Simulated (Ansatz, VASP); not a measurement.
**PbS: VASP beside Ansatz**

Contents of INCAR:

```
ALGO     = Normal         # electronic algorithm
EDIFF    = 1E-8           # SCF threshold, eV
ENCUT    = 520            # plane-wave cutoff, eV
GGA      = PE             # functional
ISIF     = 2              # what is computed and relaxed
ISMEAR   = -1             # smearing method
LASPH    = True           # aspherical terms in the spheres
LCHARG   = False          # write CHGCAR
LEFG     = True         
LREAL    = False          # projectors in reciprocal space
LWAVE    = False          # write WAVECAR
NBANDS   = 28             # bands
NELM     = 60             # most SCF steps
PREC     = Accurate       # precision mode
SIGMA    = 0.01           # smearing width, eV
```

File KPOINTS:

```
k-points
0
Gamma
  7 7 3
```

The input POSCAR:

```
PbS
1.0
    2.9405000000     -2.9000000000      0.0000000000
    2.9405000000      2.9000000000      0.0000000000
   -1.0800500000      0.0000000000     11.4751042000
Pb S
2 2
Direct
    0.7756000000      0.7756000000      0.6363800000
    0.2244000000      0.2244000000      0.3636200000
    0.2684000000      0.2684000000      0.5986000000
    0.7316000000      0.7316000000      0.4014000000
```

Input for Ansatz:

```yaml
crystal:
  lattice:
    - [2.9405, -2.9, 0.0]
    - [2.9405, 2.9, 0.0]
    - [-1.08005, 0.0, 11.4751042]
  atoms:
    - { symbol: Pb, position: [0.7756, 0.7756, 0.63638] }
    - { symbol: Pb, position: [0.2244, 0.2244, 0.36362] }
    - { symbol: S, position: [0.2684, 0.2684, 0.5986] }
    - { symbol: S, position: [0.7316, 0.7316, 0.4014] }
kpoints:
  mp_grid: { grid: [7, 7, 3] }
scf:
  occupations: { method: fermi_dirac, width: 0.01 }
hamiltonian:
  xc: pbe
  pseudopotentials: { kind: paw }
output:
  forces: true
  stress: true
  eigenvalues: true
  efg: { contact_densities: true }
```

Change from the starting cell: zz strain of -2 %, PAW files.

Alike in both runs: task electric field gradients; functional PBE; k mesh 7 × 7 × 3; occupations fermi-dirac, width 0.01 eV; no spin polarisation.

|  | VASP | Ansatz |
| --- | --- | --- |
| version | VASP 6.6.1 | Ansatz 0.2.0 |
| potentials or method | VASP PAW PBE potentials, release 64 (Pb_d, S) | PAW with Ansatz's default frozen-core files, scalar-relativistic |
| plane-wave cutoff (eV) | 520 | 420 |
| valence electrons in the cell | 40 | 40 |

Ansatz gave:

* gap on the k mesh at the Fermi level (eV): 1.37
* rms of the force components (eV/Å): 0.083
* size of Vzz on the site where it differs most (V/Å²): 199.4

Problem. What did VASP give for the same quantities?

Solution. gap on the k mesh at the Fermi level (eV): 1.36; rms of the force components (eV/Å): 0.085; size of Vzz on the site where it differs most (V/Å²): 203.2.

Atom by atom the forces differ by 0.002 eV/Å (rms over components). With one functional, cell and mesh, what is left measures potentials, basis and numerics.

Neither program's run includes spin-orbit coupling.
